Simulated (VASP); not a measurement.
**ScSi11O24 (a cell with a defect): single point with PBE**

ScSi11O24 (a cell with a defect):

```
Si O Sc
1.0
    -2.51041    4.34816    5.50927
     5.02082    0.00000    5.50927
     5.02082    8.69631    0.00000
Si O Sc
11 24 1
Direct
  0.39998 0.90604 0.04410
  0.90989 0.43042 0.26327
  0.99381 0.99432 0.26037
  0.50294 0.49311 0.00603
  0.07825 0.56843 0.44868
  0.58958 0.06381 0.20388
  0.39833 0.97062 0.53915
  0.90187 0.43213 0.77893
  0.00357 0.00544 0.76426
  0.11128 0.57147 0.93089
  0.60606 0.06609 0.71901
  0.05655 0.48736 0.32410
  0.55163 0.95479 0.10398
  0.05257 0.80609 0.39182
  0.56986 0.29549 0.12599
  0.17626 0.00980 0.11491
  0.69229 0.53861 0.33879
  0.28998 0.46128 0.47950
  0.81133 0.96663 0.22142
  0.42315 0.67059 0.08633
  0.93558 0.19328 0.31394
  0.43018 0.04046 0.36235
  0.95518 0.50860 0.08638
  0.07485 0.49134 0.81124
  0.55937 0.03521 0.58069
  0.08561 0.80886 0.88124
  0.58629 0.29606 0.69018
  0.17170 0.06533 0.61461
  0.68951 0.53602 0.86781
  0.33210 0.46952 0.95030
  0.83102 0.95372 0.72709
  0.43008 0.73698 0.60054
  0.92639 0.19430 0.83350
  0.44662 0.98607 0.86717
  0.91289 0.51628 0.60376
  0.50039 0.50487 0.53080
```

| Item | Value |
| --- | --- |
| Program | VASP 6.6.1 |
| Task | single point |
| Functional | PBE |
| Potentials or basis | VASP PAW PBE potentials, release 64 (Si, O, Sc_sv) |
| Cutoff | 520 eV |
| k mesh | 1 × 1 × 1, shifted |
| Occupations | gaussian, width 0.01 eV |
| Spin | collinear spin |
| Fixed moment | 1 μB |
| Dipole correction | no |
| Further INCAR settings | LREAL = Auto; ALGO = Normal; EDIFF = 1e-06; NBANDS = 128 |

```yaml
Pressure: 1.9 GPa
Largest_force: 0.070 eV/Å
Net_moment: 1.00 μB per cell
Site_moments: Si -0.00; O +0.07, +0.00, +0.01, +0.19, +0.16, +0.05, +0.11, +0.03, +0.02, +0.13 (each value once); Sc -0.02 μB
Valence_electrons_inside_the_program's_atomic_spheres: Si 1.63, 1.64, 1.62, 1.60, 1.61, 1.65 (each value once); O 5.21, 5.24, 5.22, 5.25, 5.10, 5.12, 5.23, 5.13 (each value once); Sc 9.71
```

Forces in eV/Å, atoms in the order of the input:
```
Si   0.000 -0.003 -0.005
Si  -0.038 -0.001  0.014
Si   0.015  0.005 -0.008
Si  -0.005  0.015  0.003
Si   0.011 -0.022 -0.018
Si  -0.007  0.007  0.001
Si   0.020 -0.038  0.046
Si   0.018 -0.006  0.000
Si   0.004  0.022  0.006
Si  -0.016 -0.013  0.010
Si  -0.049 -0.017 -0.038
O    0.002 -0.005 -0.008
O    0.011 -0.012 -0.007
O   -0.007 -0.011 -0.006
O   -0.007 -0.010 -0.007
O    0.002  0.010 -0.001
O    0.018 -0.032  0.021
O   -0.028 -0.001 -0.023
O    0.009  0.006  0.010
O    0.001 -0.008  0.005
O   -0.003 -0.009  0.012
O   -0.012  0.005  0.007
O   -0.001  0.019  0.000
O    0.003 -0.002 -0.006
O    0.010  0.012 -0.007
O   -0.004 -0.008 -0.008
O    0.025  0.060  0.025
O    0.001  0.003 -0.001
O    0.004  0.004 -0.007
O    0.012  0.007  0.001
O    0.001  0.003 -0.006
O    0.013  0.025 -0.011
O    0.000 -0.004 -0.003
O   -0.002  0.007  0.008
O   -0.016 -0.004  0.008
Sc   0.018 -0.006 -0.009
```

Stress tensor (GPa, compression positive):
```
 2.52 -0.96 -0.25
-0.96  1.43 -0.37
-0.25 -0.37  1.67
```

Wall time 11 min on 1 thread of Oxide Virtual Turin-like Processor, with other jobs on the host, peak memory 0.73 GiB.

Caveat: the k points lie up to 0.92 Å⁻¹ apart, too coarse for converged energies, forces and pressures; the total moment is fixed, so each spin has its own Fermi level and the state may be an excited one.
